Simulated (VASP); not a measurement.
TiSi4Ir, 6 atoms in the cell. The structure is trigonal, space group R-3m (No. 166). Conventional cell: a = 3.736 Å, b = 3.736 Å, c = 23.727 Å, α = 90.00°, β = 90.00°, γ = 120.00°. Ti (site symmetry -3m) has 8 Si at 2.62 to 2.71 Å within 3.5 Å. Si (site symmetry 3m) has 1 Ir at 2.46 Å and 3 Si at 2.48 Å and 3 Ti at 2.62 Å within 3.3 Å. Si (site symmetry 3m) has 6 Si at 2.48 to 3.29 Å and 3 Ir at 2.49 Å and 1 Ti at 2.71 Å within 3.3 Å. Ir (site symmetry -3m) has 8 Si at 2.46 to 2.49 Å within 3.3 Å. The cell was built from a structure type or drawn by symmetry, and may not be a known phase.

| Quantity | Value |
| --- | --- |
| Program | VASP 6.6.1 |
| Task | single point |
| Functional | PBE |
| Potentials or basis | VASP PAW PBE potentials, release 64 (Ti_sv, Si, Ir) |
| Cutoff | 500 eV |
| k mesh | 12 × 12 × 12 |
| Occupations | gaussian, width 0.1 eV |
| Spin | no spin polarisation |
| Dipole correction | no |
| Further INCAR settings | ALGO = Normal; EDIFF = 1e-06; NBANDS = 28 |

Potentials or basis: VASP PAW PBE potentials, release 64 (Ti_sv, Si, Ir).

Command:

```console
$ cat potpaw_PBE.64/Ti_sv/POTCAR potpaw_PBE.64/Si/POTCAR potpaw_PBE.64/Ir/POTCAR > POTCAR
$ mpirun -np 1 vasp_std > vasp.out
```

Hardware: 1 thread of AMD EPYC 9R45 96-Core Processor (Zen 5), with other jobs on the host.

Q: How long does it take, and how much memory?

A: Run time: 17 min on 1 thread of AMD EPYC 9R45 96-Core Processor (Zen 5), on a shared host, peak memory 0.79 GiB. Counts: scf iterations 14, k points 189.
